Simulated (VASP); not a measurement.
# Zr (Im-3m) in VASP: notebook

The runs below take Zr through single point, relaxation of cell and atoms, with PBEsol.

All numbers are computed with VASP 6.6.1; they aren't measurements. Logs are shortened: lines on timing, memory, paths and dates and some standing lists are left out, and cuts for length are marked.

### 1 The cell of the first run

Symmetry: Im-3m, No. 229, cubic system. Conventional cell: a = 3.521 Å, b = 3.521 Å, c = 3.521 Å, α = 90.00°, β = 90.00°, γ = 90.00°. Within 4.0 Å of Zr (site symmetry m-3m) lie 14 Zr at 3.05 to 3.52 Å.

This isn't the form of Zr at room conditions, which is hcp.

### 2 Single point, PBEsol

INCAR

```
ALGO = Normal ; EDIFF = 1E-6
ENCUT = 520 ; GGA = PS
ISIF = 2 ; ISMEAR = 0
LASPH = T ; LCHARG = T
LELF = T ; LREAL = F
LVHAR = T ; LWAVE = F
NBANDS = 12 ; NELM = 60
PREC = Accurate ; SIGMA = 0.1
```

KPOINTS

```
k-points
0
Gamma
  16 16 16
```

POSCAR

```
Zr
1.0
   -1.7605274295     -1.7605274295     -1.7605274295
    1.7605274295      1.7605274295     -1.7605274295
    1.7605274295     -1.7605274295      1.7605274295
Zr
1
Direct
    0.0000000000      0.0000000000      0.0000000000
```

Potentials or basis: VASP PAW PBE potentials, release 64 (Zr_sv).

Started as:

```
$ cat potpaw_PBE.64/Zr_sv/POTCAR > POTCAR
$ mpirun -np 1 vasp_std > vasp.out
```

OUTCAR:

```text
EDIFF = 1E-6
   ENCUT = 520
   GGA = PS
   ISIF = 2
   ISMEAR = 0
   LASPH = T
   LREAL = F
   NELM = 60
   PREC = Accurate

 ion  position               nearest neighbor table
   1  0.000  0.000  0.000-

  LATTYP: Found a body centered cubic cell.
 ALAT       =     3.5210548590

  Lattice vectors:

 A1 = (  -1.7605274295,  -1.7605274295,  -1.7605274295)
 A2 = (   1.7605274295,   1.7605274295,  -1.7605274295)
 A3 = (   1.7605274295,  -1.7605274295,   1.7605274295)

Analysis of symmetry for initial positions (statically):
=====================================================================
 Subroutine PRICEL returns:
 Original cell was already a primitive cell.

 Routine SETGRP: Setting up the symmetry group for a
 body centered cubic supercell.

 Subroutine GETGRP returns: Found 48 space group operations
 (whereof 48 operations were pure point group operations)
 out of a pool of 48 trial point group operations.

The static configuration has the point symmetry O_h .

Analysis of symmetry for dynamics (positions and initial velocities):
=====================================================================
 Subroutine PRICEL returns:
 Original cell was already a primitive cell.

 Routine SETGRP: Setting up the symmetry group for a
 body centered cubic supercell.

 Subroutine GETGRP returns: Found 48 space group operations
 (whereof 48 operations were pure point group operations)
 out of a pool of 48 trial point group operations.

The dynamic configuration has the point symmetry O_h .

 Subroutine INISYM returns: Found 48 space group operations
 (whereof 48 operations are pure point group operations),
 and found     1 'primitive' translations

----------------------------------------------------------------------------------------

                                     Primitive cell

  volume of cell :      21.8267

  direct lattice vectors                    reciprocal lattice vectors
    -1.760527429 -1.760527429 -1.760527429     0.000000000 -0.284005799 -0.284005799
     1.760527429  1.760527429 -1.760527429     0.284005799  0.000000000 -0.284005799
     1.760527429 -1.760527429  1.760527429     0.284005799 -0.284005799  0.000000000

  length of vectors
     3.049322956  3.049322956  3.049322956     0.401644853  0.401644853  0.401644853

  position of ions in fractional coordinates (direct lattice)
     0.000000000  0.000000000  0.000000000

  ion indices of the primitive-cell ions
   primitive index   ion index
                 1           1

----------------------------------------------------------------------------------------

 KPOINTS: k-points

Automatic generation of k-mesh.
 Grid dimensions read from file:
 generate k-points for:   16   16   16

 Generating k-lattice:

  Cartesian coordinates                     Fractional coordinates (reciprocal lattice)
     0.000000000 -0.017750362 -0.017750362     0.062500000  0.000000000  0.000000000
     0.017750362  0.000000000 -0.017750362     0.000000000  0.062500000  0.000000000
     0.017750362 -0.017750362  0.000000000     0.000000000  0.000000000  0.062500000

  Length of vectors
     0.025102803  0.025102803  0.025102803

  Shift w.r.t. Gamma in fractional coordinates (k-lattice)
     0.000000000  0.000000000  0.000000000

 Subroutine IBZKPT returns following result:
 ===========================================

 Found    145 irreducible k-points:

 Following reciprocal coordinates:
            Coordinates               Weight
  0.000000  0.000000  0.000000      1.000000
  0.062500  0.000000  0.000000     12.000000
  0.125000  0.000000  0.000000     12.000000
  0.187500  0.000000  0.000000     12.000000
  0.250000  0.000000  0.000000     12.000000
  0.312500  0.000000  0.000000     12.000000
[... 16 lines left out ...]
  0.187500  0.187500  0.000000     24.000000
  0.250000  0.187500 -0.000000     48.000000
 [... further k-points ...]
   k-points           NKPTS =    145   k-points in BZ     NKDIM =    145   number of bands    NBANDS=     12
   number of dos      NEDOS =    301   number of ions     NIONS =      1
   total plane-waves  NPLWV =  13824
   dimension x,y,z NGX =    24 NGY =   24 NGZ =   24
   dimension x,y,z NGXF=    48 NGYF=   48 NGZF=   48
   ions per type =               1
   NGX,Y,Z   is equivalent  to a cutoff of  13.08, 13.08, 13.08 a.u.
   NGXF,Y,Z  is equivalent  to a cutoff of  26.17, 26.17, 26.17 a.u.
 SYSTEM =  unknown system
   PREC   = accura    normal or accurate (medium, high low for compatibility)
   ISTART =      0    job   : 0-new  1-cont  2-samecut
   ICHARG =      2    charge: 1-file 2-atom 10-const
   ISPIN  =      1    spin polarized calculation?
   LNONCOLLINEAR =      F non collinear calculations
   LSORBIT =      F    spin-orbit coupling
   LASPH  =      T    aspherical Exc in radial PAW
   ENCUT  =  520.0 eV  38.22 Ry    6.18 a.u.   5.67  5.67  5.67*2*pi/ulx,y,z
   NELM   =     60;   NELMIN=  2; NELMDL= -5     # of ELM steps
   EDIFF  = 0.1E-05   stopping-criterion for ELM
   LREAL  =      F    real-space projection
   EDIFFG = 0.1E-04   stopping-criterion for IOM
   NSW    =      0    number of steps for IOM
   IBRION =     -1    ionic relax: 0-MD 1-quasi-New 2-CG
   NFREE  =      0    steps in history (QN), initial steepest desc. (CG)
   ISIF   =      2    stress and relaxation
   ISYM   =      2    0-nonsym 1-usesym 2-fastsym
   POTIM  = 0.5000    time-step for ionic-motion
   TEBEG  =    0.0;   TEEND  =   0.0 temperature during run
   PSTRESS=    0.0 pullay stress
   NELECT =      12.0000    total number of electrons
   NUPDOWN=      -1.0000    fix difference up-down
   EMIN   =  10.00;   EMAX   =-10.00  energy-range for DOS
   EFERMI =   0.00;   METHOD = LEGACY
   ISMEAR =     0;   SIGMA  =   0.10  broadening in eV -4-tet -1-fermi 0-gaus
   EFERMI_NEDOS =   21; number of points for ismear=-14 and -15
   IALGO  =     38    algorithm
   IMIX   =      4    mixing-type and parameters
     AMIX     =   0.40;   BMIX     =  1.00
     AMIX_MAG =   1.60;   BMIX_MAG =  1.00
  volume/ion in A,a.u.               =      21.83       147.29
  Fermi-wavevector in a.u.,A,eV,Ry     =   1.341135  2.534377 24.472020  1.798643
  Thomas-Fermi vector in A             =   2.469392
   LORBIT       =      0    0 simple, 1 ext, 2 COOP (PROOUT), +10 PAW based schemes
   GGA     = PS    functional components
   LHFCALC =     F    Hartree Fock is set to
   AEXX    =    0.0000 exact exchange contribution
   IVDW    =     0    specifies the selected vdW correction
   LEPSILON=     F    determine dielectric tensor
   LRPA    =     F    only Hartree local field effects (RPA)
 non-spin polarized calculation
 Gauss-broadening in eV      SIGMA  =   0.10
  energy-cutoff  :      520.00
  volume of cell :       21.83
 maximum number of plane-waves:       604
   NGX = 11   NGY = 11   NGZ = 11

 number of electron      12.0000000 magnetization

 Free energy of the ion-electron system (eV)
  ---------------------------------------------------
  ext. energy  EPLUGINS =         0.00000000
  ---------------------------------------------------
  free energy    TOTEN  =        -9.01888504 eV

  energy without entropy =       -9.00988567  energy(sigma->0) =       -9.01438536

 E-fermi :   9.2943     XC(G=0): -11.4953

 val. band max:        9.2871491351   @ k =   0.1250   0.1250   0.0625
 cond. band min:       9.3018126278   @ k =   0.1875   0.1875   0.0000
 fundamental gap:      0.0146634927
 Fermi energy:         9.2943193142

 k-point     1 :       0.0000    0.0000    0.0000
  band No.  band energies     occupation
      1     -38.9602      2.00000
      2     -16.3904      2.00000
      3     -16.3904      2.00000
      4     -16.3904      2.00000
      5       3.8254      2.00000
      6      10.4537      0.00000
      7      10.4537      0.00000
      8      10.4537      0.00000
      9      13.1190      0.00000
     10      13.1190      0.00000
     11      21.9089      0.00000
     12      21.9089      0.00000

 k-point     2 :       0.0625    0.0000    0.0000
  band No.  band energies     occupation
      1     -38.9528      2.00000
      2     -16.4398      2.00000
      3     -16.4052      2.00000
      4     -16.3909      2.00000
      5       3.9696      2.00000
      6      10.3553      0.00000
      7      10.4222      0.00000
      8      10.5940      0.00000
      9      12.9603      0.00000
     10      13.1163      0.00000
     11      22.0408      0.00000
     12      22.1685      0.00000

 k-point     3 :       0.1250    0.0000    0.0000
  band No.  band energies     occupation
      1     -38.9316      2.00000
      2     -16.5783      2.00000
      3     -16.4471      2.00000
      4     -16.3921      2.00000
      5       4.3804      2.00000
      6      10.0909      0.00000
      7      10.2862      0.00000
      8      11.0089      0.00000
      9      12.6660      0.00000
     10      13.1202      0.00000
     11      22.3524      0.00000
     12      22.9138      0.00000

 k-point     4 :       0.1875    0.0000    0.0000
  band No.  band energies     occupation
      1     -38.8996      2.00000
      2     -16.7805      2.00000
      3     -16.5091      2.00000
      4     -16.3940      2.00000
      5       4.9875      2.00000
      6       9.7318      0.00000
      7      10.0073      0.00000
      8      11.6804      0.00000
      9      12.5361      0.00000
     10      13.1572      0.00000
     11      22.5349      0.00000
     12      24.0122      0.00000

 k-point     5 :       0.2500    0.0000    0.0000
  band No.  band energies     occupation
      1     -38.8616      2.00000
      2     -17.0119      2.00000
      3     -16.5812      2.00000
      4     -16.3962      2.00000
      5       5.6519      2.00000
      6       9.3521      0.41374
      7       9.7375      0.00000
      8      12.5755      0.00000
      9      12.6430      0.00000
     10      13.2520      0.00000
     11      22.1540      0.00000
     12      23.7924      0.00000
[... 228 lines left out ...]
      1     -38.7610      2.00000
      2     -17.4930      2.00000
      3     -16.8090      2.00000
      4     -16.4638      2.00000
      5       6.7506      2.00000
      6       8.6312      2.00000
      7      10.2583      0.00000
      8      12.9530      0.00000
      9      14.0053      0.00000
     10      16.3071      0.00000
     11      20.1099      0.00000
     12      20.7802      0.00000

 k-point    22 :       0.4375    0.1250    0.0000
  band No.  band energies     occupation
      1     -38.7539      2.00000
      2     -17.5269      2.00000
      3     -16.8272      2.00000
      4     -16.4647      2.00000
      5       6.7288      2.00000
      6       8.5871      2.00000
      7      10.5038      0.00000
      8      12.9638      0.00000
      9      14.1127      0.00000
     10      16.7155      0.00000
     11      19.8067      0.00000
     12      20.4546      0.00000

 k-point    23 :       0.1875    0.1875    0.0000
  band No.  band energies     occupation
      1     -38.8146      2.00000
      2     -17.2096      2.00000
      3     -16.6766      2.00000
      4     -16.4781      2.00000
      5       6.6195      2.00000
      6       8.9430      2.00000
      7       9.3018      0.91560
      8      12.3591      0.00000
      9      13.7757      0.00000
     10      14.2061      0.00000
     11      21.8726      0.00000
     12      23.3484      0.00000

 k-point    24 :       0.2500    0.1875   -0.0000
  band No.  band energies     occupation
      1     -38.7843      2.00000
      2     -17.3283      2.00000
      3     -16.7760      2.00000
      4     -16.4940      2.00000
      5       7.0617      2.00000
      6       8.7261      2.00000
      7       9.3471      0.45562
      8      12.5742      0.00000
      9      13.8706      0.00000
     10      15.3804      0.00000
     11      20.9937      0.00000
     12      22.6661      0.00000

 [... further k-points ...]

------------------------ aborting loop because EDIFF is reached ----------------------------------------

  FORCE on cell =-STRESS in cart. coord.  units (eV):
  Direction    XX          YY          ZZ          XY          YZ          ZX
  --------------------------------------------------------------------------------------
  -------------------------------------------------------------------------------------
  Total        0.0108934      0.0108934      0.0108934      0.0000000     -0.0000000     -0.0000000
  in kB        0.7996246      0.7996246      0.7996246      0.0000000     -0.0000000     -0.0000000
  external PRESSURE =       0.7996246 kB  Pullay stress =       0.0000000 kB

 VOLUME and BASIS-vectors are now :
 -----------------------------------------------------------------------------
  energy-cutoff  :      520.00
  volume of cell :       21.83
      direct lattice vectors                 reciprocal lattice vectors
    -1.760527429 -1.760527429 -1.760527429     0.000000000 -0.284005799 -0.284005799
     1.760527429  1.760527429 -1.760527429     0.284005799  0.000000000 -0.284005799
     1.760527429 -1.760527429  1.760527429     0.284005799 -0.284005799  0.000000000

 POSITION                                       TOTAL-FORCE (eV/Angst)
 -----------------------------------------------------------------------------------
      0.00000      0.00000      0.00000        -0.000000      0.000000      0.000000
 -----------------------------------------------------------------------------------
    total drift:                                0.000000     -0.000000      0.000000

  FREE ENERGIE OF THE ION-ELECTRON SYSTEM (eV)
  ---------------------------------------------------
  free  energy   TOTEN  =        -9.0188850404 eV

  energy  without entropy=       -9.0098856724  energy(sigma->0) =       -9.01438536
```

It took 14 s on 1 thread of Intel Xeon Platinum 8488C (Sapphire Rapids), shared host; peak memory 0.16 GiB.

What came out:

| Item | Value |
| --- | --- |
| Free energy | -9.0189 eV |
| Pressure | 0.1 GPa |
| Band gap on the k mesh | zero (bands 6 and 7 overlap by 1.94 eV) |

Levels at points of the mesh, in eV from the Fermi level:
| k point | band 3 | band 4 | band 5 | band 6 | band 7 | band 8 | band 9 | band 10 |
| --- | --- | --- | --- | --- | --- | --- | --- | --- |
| (0.00, 0.00, 0.00) | -25.68 | -25.68 | -5.47 | 1.16 | 1.16 | 1.16 | 3.82 | 3.82 |
| (0.50, 0.00, 0.00) | -26.06 | -25.70 | -2.97 | -0.78 | 1.90 | 3.85 | 4.57 | 6.85 |
| (0.50, 0.50, 0.50) | -26.50 | -26.50 | -2.80 | -2.80 | 6.10 | 6.10 | 6.10 | 7.89 |

Caveat: the PAW data sets were made with another functional, which shifts forces and pressure a little.

(Continued in part 2 of 2.)
